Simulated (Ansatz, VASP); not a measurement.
MgO: VASP beside Ansatz

```xyz
8
Lattice="4.2149 0.0000 0.0000 0.0000 -4.2149 0.0000 0.0000 0.0000 -4.2149" Properties=species:S:1:pos:R:3 pbc="T T T"
Mg    0.0000    0.0000   -0.3180
Mg    2.1075   -2.1075    0.0000
Mg    2.1075    0.0000   -2.1075
Mg    0.0000   -2.1075   -2.1075
O     2.1075    0.0000    0.0000
O     0.0000   -2.1075    0.0000
O     0.0000    0.0000   -2.1075
O     2.1075   -2.1075   -2.1075
```

Alike in both runs: task single point; functional PBEsol; k mesh 6 × 6 × 6; occupations gaussian, width 0.05 eV; no spin polarisation.

|  | VASP | Ansatz |
| --- | --- | --- |
| version | VASP 6.6.1 | Ansatz 0.2.0 |
| potentials or method | VASP PAW PBE potentials, release 64 (Mg, O), cutoff 520 eV | scalar-relativistic, plane waves, PAW |
| valence electrons in the cell | 32 | 64 |

```tsv
	VASP	Ansatz	Ansatz less VASP
gap on the k mesh at the Fermi level (eV)	4.60	4.61	+0.004
least direct gap on the mesh (eV)	4.60	4.61	+0.004
pressure (GPa)	2.8	3.3	+0.46
traceless stress, the component that is largest in VASP (GPa)	6.29	6.11	-0.178
rms of the force components (eV/Å)	1.071	1.048	-0.0230
```

VASP's potentials were made for PBE, not for PBEsol, and Ansatz warns of the same on its side. Atom by atom the forces differ by 0.023 eV/Å (rms over components). With one functional, cell and mesh, what is left measures potentials, basis and numerics. VASP's potentials hold 32 valence electrons a cell and Ansatz's 64, so a difference there can come from the potentials and not from the codes.
